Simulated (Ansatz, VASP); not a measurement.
## Zn: VASP beside Ansatz

File INCAR:

```
  ALGO = Fast
  EDIFF = 1E-6
  ENCUT = 520
  GGA = PS
  ISIF = 2
  ISMEAR = 0
  LASPH = T
  LCHARG = F
  LREAL = F
  LWAVE = F
  NBANDS = 12
  NELM = 60
  PREC = Accurate
  SIGMA = 0.15
```

The input KPOINTS:

```
k-points
0
Gamma
  22 22 22
```

Contents of POSCAR:

```
Zn
1.0
   -0.9384175671      1.6363516860      1.6363516860
    1.6363516860     -0.9384175671      1.6363516860
    1.6363516860      1.6363516860     -0.9384175671
Zn
1
Direct
    0.0000000000      0.0000000000      0.0000000000
```

Input for Ansatz:

```yaml
crystal:
  lattice:
    - [-0.9384175671, 1.636351686, 1.636351686]
    - [1.636351686, -0.9384175671, 1.636351686]
    - [1.636351686, 1.636351686, -0.9384175671]
  atoms:
    - { symbol: Zn, position: [0.0, 0.0, 0.0] }
basis:
  ecutwfc: 520.0
kpoints:
  mp_grid: { grid: [22, 22, 22] }
hamiltonian:
  xc: pbesol
scf:
  occupations: { method: gaussian, width: 0.15 }
output:
  forces: true
  stress: true
  eigenvalues: true
```

Alike in both runs: task single point; functional PBEsol; k mesh 22 × 22 × 22; occupations gaussian, width 0.15 eV; no spin polarisation.

```csv
,VASP,Ansatz
version,VASP 6.6.1,Ansatz 0.2.0
potentials or method,"VASP PAW PBE potentials, release 64 (Zn), cutoff 520 eV","scalar-relativistic, plane waves, PAW"
valence electrons in the cell,12,12
```

|  | VASP | Ansatz | Ansatz less VASP |
| --- | --- | --- | --- |
| gap on the k mesh at the Fermi level (eV) | none | none | - |
| pressure (GPa) | 6.5 | 6.1 | -0.46 |
| traceless stress, the component that is largest in VASP (GPa) | -1.35 | -1.33 | +0.020 |

VASP's potentials were made for PBE, not for PBEsol. A gap of «none» marks a metal or a gap that the smearing closes.
